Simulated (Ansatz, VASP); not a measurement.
Two plane-wave programs on CdS

```xyz
4
Lattice="4.2545 0.0000 0.0000 -2.1273 3.6845 0.0000 0.0000 0.0000 6.9210" Properties=species:S:1:pos:R:3 pbc="T T T"
Cd    2.1273    1.2282    3.4617
Cd    0.0000    2.4563    0.0012
S     2.1273    1.2282    6.0685
S     0.0000    2.4563    2.6080
```

Alike in both runs: functional RPBE; k mesh 6 × 6 × 4; occupations gaussian, width 0.02 eV; no spin polarisation.

Ansatz relaxed the structure, and its values are those at the end. VASP's run is a single point on that final structure, the one shown.

|  | VASP | Ansatz |
| --- | --- | --- |
| version | VASP 6.6.1 | Ansatz 0.2.0 |
| potentials or method | VASP PAW PBE potentials, release 64 (Cd, S), cutoff 500 eV | scalar-relativistic, plane waves, PAW |
| valence electrons in the cell | 36 | 52 |

|  | VASP | Ansatz | Ansatz less VASP |
| --- | --- | --- | --- |
| gap on the k mesh at the Fermi level (eV) | 1.20 | 1.20 | 0.000 |
| least direct gap on the mesh (eV) | 1.20 | 1.20 | 0.000 |
| pressure (GPa) | 0.2 | 0.0 | -0.22 |

VASP's potentials were made for PBE, not for RPBE. VASP's potentials hold 36 valence electrons a cell and Ansatz's 52, so a difference there can come from the potentials and not from the codes.
